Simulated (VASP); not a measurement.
# SiNi (Pmmn) in VASP: single point with LDA

Aim: the single point of SiNi with LDA.

All numbers are computed with VASP 6.6.1; they aren't measurements. Logs are shortened: lines on timing, memory, paths and dates and some standing lists are left out, and cuts for length are marked.

## (1) The cell of the first run

Symmetry: Pmmn, No. 59, orthorhombic system. The conventional cell has a = 2.976 Å, b = 3.207 Å, c = 4.629 Å, α = 90.00°, β = 90.00°, γ = 90.00°. Si (site symmetry mm2) has 6 Ni at 2.31 to 2.35 Å and 6 Si at 2.63 to 2.98 Å within 3.0 Å. Within 3.0 Å of Ni (site symmetry mm2) lie 6 Si at 2.31 to 2.35 Å and 6 Ni at 2.63 to 2.98 Å.

## (2) Single point, LDA

Input file INCAR:

```
SYSTEM = SiNi
ALGO     = Normal         ! electronic algorithm
EDIFF    = 1E-6           ! SCF threshold, eV
ENCUT    = 600            ! plane-wave cutoff, eV
GGA_COMPAT= .FALSE.      
ISIF     = 2              ! what is computed and relaxed
ISMEAR   = 0              ! smearing method
LASPH    = .TRUE.         ! aspherical terms in the spheres
LCHARG   = .FALSE.        ! write CHGCAR
LREAL    = .FALSE.        ! projectors in reciprocal space
LWAVE    = .FALSE.        ! write WAVECAR
NBANDS   = 22             ! bands
NELM     = 120            ! most SCF steps
PREC     = Accurate       ! precision mode
SIGMA    = 0.1            ! smearing width, eV
```

Input file KPOINTS:

```
k-points
0
G
  14 12 10
  0 0 0
```

Input file POSCAR:

```
SiNi
1.0
    2.9761357790      0.0000000000      0.0000000000
    0.0000000000      3.2067450741      0.0000000000
    0.0000000000      0.0000000000      4.6293674000
Si Ni
2 2
Direct
    0.0000000000      0.0000000000      0.1586458927
    0.5000000000      0.5000000000      0.8413541073
    0.0000000000      0.0000000000      0.6569499809
    0.5000000000      0.5000000000      0.3430500191
```

Potentials or basis: VASP PAW LDA potentials, release 64 (Si, Ni).

Launch:

```bash
cat potpaw_LDA.64/Si/POTCAR potpaw_LDA.64/Ni/POTCAR > POTCAR
mpirun -np 1 vasp_std > vasp.out
```

OUTCAR:

```text
SYSTEM = SiNi
   EDIFF = 1E-6
   ENCUT = 600
   ISIF = 2
   ISMEAR = 0
   LASPH = .TRUE.
   LREAL = .FALSE.
   NELM = 120
   PREC = Accurate

 ion  position               nearest neighbor table
   1  0.000  0.000  0.159-   3 2.31   3 2.32   4 2.35   4 2.35   4 2.35   4 2.35   2 2.63   2 2.63
                             2 2.63   2 2.63
   2  0.500  0.500  0.841-   4 2.31   4 2.32   3 2.35   3 2.35   3 2.35   3 2.35   1 2.63   1 2.63
                             1 2.63   1 2.63
   3  0.000  0.000  0.657-   1 2.31   1 2.32   2 2.35   2 2.35   2 2.35   2 2.35   4 2.63   4 2.63
                             4 2.63   4 2.63
   4  0.500  0.500  0.343-   2 2.31   2 2.32   1 2.35   1 2.35   1 2.35   1 2.35   3 2.63   3 2.63
                             3 2.63   3 2.63

  LATTYP: Found a simple orthorhombic cell.
 ALAT       =     2.9761357790
 B/A-ratio  =     1.0774861472
 C/A-ratio  =     1.5554960337

  Lattice vectors:

 A1 = (   2.9761357790,   0.0000000000,   0.0000000000)
 A2 = (   0.0000000000,   3.2067450741,   0.0000000000)
 A3 = (   0.0000000000,   0.0000000000,   4.6293674000)

Analysis of symmetry for initial positions (statically):
=====================================================================
 Subroutine PRICEL returns:
 Original cell was already a primitive cell.

 Routine SETGRP: Setting up the symmetry group for a
 simple orthorhombic supercell.

 Subroutine GETGRP returns: Found  8 space group operations
 (whereof  4 operations were pure point group operations)
 out of a pool of  8 trial point group operations.

The static configuration has the point symmetry C_2v.
 The point group associated with its full space group is D_2h.

Analysis of symmetry for dynamics (positions and initial velocities):
=====================================================================
 Subroutine PRICEL returns:
 Original cell was already a primitive cell.

 Routine SETGRP: Setting up the symmetry group for a
 simple orthorhombic supercell.

 Subroutine GETGRP returns: Found  8 space group operations
 (whereof  4 operations were pure point group operations)
 out of a pool of  8 trial point group operations.

The dynamic configuration has the point symmetry C_2v.
 The point group associated with its full space group is D_2h.

 Subroutine INISYM returns: Found  8 space group operations
 (whereof  4 operations are pure point group operations),
 and found     1 'primitive' translations

----------------------------------------------------------------------------------------

                                     Primitive cell

[... 96 lines left out ...]
   EDIFFG = 0.1E-04   stopping-criterion for IOM
   NSW    =      0    number of steps for IOM
   IBRION =     -1    ionic relax: 0-MD 1-quasi-New 2-CG
   NFREE  =      0    steps in history (QN), initial steepest desc. (CG)
   ISIF   =      2    stress and relaxation
   ISYM   =      2    0-nonsym 1-usesym 2-fastsym
   POTIM  = 0.5000    time-step for ionic-motion
   TEBEG  =    0.0;   TEEND  =   0.0 temperature during run
   PSTRESS=    0.0 pullay stress
   NELECT =      28.0000    total number of electrons
   NUPDOWN=      -1.0000    fix difference up-down
   EMIN   =  10.00;   EMAX   =-10.00  energy-range for DOS
   EFERMI =   0.00;   METHOD = LEGACY
   ISMEAR =     0;   SIGMA  =   0.10  broadening in eV -4-tet -1-fermi 0-gaus
   EFERMI_NEDOS =   21; number of points for ismear=-14 and -15
   IALGO  =     38    algorithm
   IMIX   =      4    mixing-type and parameters
     AMIX     =   0.40;   BMIX     =  1.00
     AMIX_MAG =   1.60;   BMIX_MAG =  1.00
  volume/ion in A,a.u.               =      11.05        74.54
  Fermi-wavevector in a.u.,A,eV,Ry     =   1.406203  2.657338 26.904239  1.977406
  Thomas-Fermi vector in A             =   2.528587
   LORBIT       =      0    0 simple, 1 ext, 2 COOP (PROOUT), +10 PAW based schemes
   GGA     = CA    functional components
   LHFCALC =     F    Hartree Fock is set to
   AEXX    =    0.0000 exact exchange contribution
   IVDW    =     0    specifies the selected vdW correction
   LEPSILON=     F    determine dielectric tensor
   LRPA    =     F    only Hartree local field effects (RPA)
 non-spin polarized calculation
 Gauss-broadening in eV      SIGMA  =   0.10
  energy-cutoff  :      600.00
  volume of cell :       44.18
 maximum number of plane-waves:      1503
 NGX is ok and might be reduce to    24
   NGX = 11   NGY = 13   NGZ = 19

 number of electron      27.9999999 magnetization

 Free energy of the ion-electron system (eV)
  ---------------------------------------------------
  ext. energy  EPLUGINS =         0.00000000
  ---------------------------------------------------
  free energy    TOTEN  =       -27.31649154 eV

  energy without entropy =      -27.31107157  energy(sigma->0) =      -27.31378156

 E-fermi :  11.9394     XC(G=0): -12.9165

 val. band max:       11.9239035733   @ k =   0.5000   0.3333   0.4000
 cond. band min:      11.9425470660   @ k =   0.2143   0.2500   0.5000
 fundamental gap:      0.0186434927
 Fermi energy:        11.9394425375

 k-point     1 :       0.0000    0.0000    0.0000
  band No.  band energies     occupation
      1      -2.3010      2.00000
      2       3.5657      2.00000
      3       5.1817      2.00000
      4       7.4715      2.00000
      5       8.1532      2.00000
      6       8.6969      2.00000
[... 589 lines left out ...]
     21      20.7501      0.00000
     22      20.7501      0.00000

 [... further k-points ...]

------------------------ aborting loop because EDIFF is reached ----------------------------------------

  FORCE on cell =-STRESS in cart. coord.  units (eV):
  Direction    XX          YY          ZZ          XY          YZ          ZX
  --------------------------------------------------------------------------------------
  -------------------------------------------------------------------------------------
  Total        0.0707121      0.0802572      0.1572566      0.0000000      0.0000000      0.0000000
  in kB        2.5642797      2.9104212      5.7027016      0.0000000      0.0000000      0.0000000
  external PRESSURE =       3.7258008 kB  Pullay stress =       0.0000000 kB

 VOLUME and BASIS-vectors are now :
 -----------------------------------------------------------------------------
  energy-cutoff  :      600.00
  volume of cell :       44.18
      direct lattice vectors                 reciprocal lattice vectors
     2.976135779  0.000000000  0.000000000     0.336006175  0.000000000  0.000000000
     0.000000000  3.206745074  0.000000000     0.000000000  0.311842687  0.000000000
     0.000000000  0.000000000  4.629367400     0.000000000  0.000000000  0.216012235

 POSITION                                       TOTAL-FORCE (eV/Angst)
 -----------------------------------------------------------------------------------
      0.00000      0.00000      0.73443         0.000000      0.000000     -0.006017
      1.48807      1.60337      3.89494         0.000000      0.000000      0.006017
      0.00000      0.00000      3.04126         0.000000      0.000000     -0.018501
      1.48807      1.60337      1.58810         0.000000      0.000000      0.018501
 -----------------------------------------------------------------------------------
    total drift:                                0.000000     -0.000000     -0.000000

  FREE ENERGIE OF THE ION-ELECTRON SYSTEM (eV)
  ---------------------------------------------------
  free  energy   TOTEN  =       -27.3164915375 eV

  energy  without entropy=      -27.3110715730  energy(sigma->0) =      -27.31378156
```

OSZICAR:

```text
N       E                     dE             d eps       ncg     rms          rms(c)
DAV:   1     0.152159253980E+03    0.15216E+03   -0.13659E+04 14800   0.171E+03
DAV:   2    -0.215207678790E+02   -0.17368E+03   -0.16404E+03 14958   0.308E+02
DAV:   3    -0.305831839337E+02   -0.90624E+01   -0.88162E+01 17784   0.828E+01
DAV:   4    -0.307974782576E+02   -0.21429E+00   -0.21396E+00 17126   0.114E+01
DAV:   5    -0.308041515573E+02   -0.66733E-02   -0.66725E-02 18302   0.214E+00    0.201E+01
DAV:   6    -0.349219151887E+02   -0.41178E+01   -0.53601E+01 17364   0.144E+02    0.249E+01
DAV:   7    -0.273529454231E+02    0.75690E+01   -0.19808E+01 17112   0.917E+01    0.398E+00
DAV:   8    -0.273662186050E+02   -0.13273E-01   -0.16504E+00 22536   0.131E+01    0.247E+00
DAV:   9    -0.273175737138E+02    0.48645E-01   -0.15923E-01 19992   0.623E+00    0.443E-01
DAV:  10    -0.273171295136E+02    0.44420E-03   -0.49101E-03 18698   0.757E-01    0.276E-01
DAV:  11    -0.273164984939E+02    0.63102E-03   -0.67057E-04 22918   0.402E-01    0.488E-02
DAV:  12    -0.273164984151E+02    0.78747E-07   -0.60022E-05 17458   0.560E-02    0.306E-02
DAV:  13    -0.273164922032E+02    0.62119E-05   -0.71110E-06 21324   0.398E-02    0.127E-02
DAV:  14    -0.273164915375E+02    0.66564E-06   -0.21288E-06 10640   0.127E-02
   1 F= -.27316492E+02 E0= -.27313782E+02  d E =-.541996E-02
```

It took 7.3 min on 1 thread of AMD EPYC 7R13, shared host; peak memory 0.4 GiB.

Results:

```yaml
Free_energy: -27.3165 eV
Pressure: 0.4 GPa
Largest_force: 0.019 eV/Å
Band_gap_on_the_k_mesh: zero (bands 14 and 15 overlap by 2.45 eV)
```

Forces on the atoms (eV/Å):
```
Si   0.000  0.000 -0.006
Si   0.000  0.000  0.006
Ni   0.000  0.000 -0.019
Ni   0.000  0.000  0.019
```
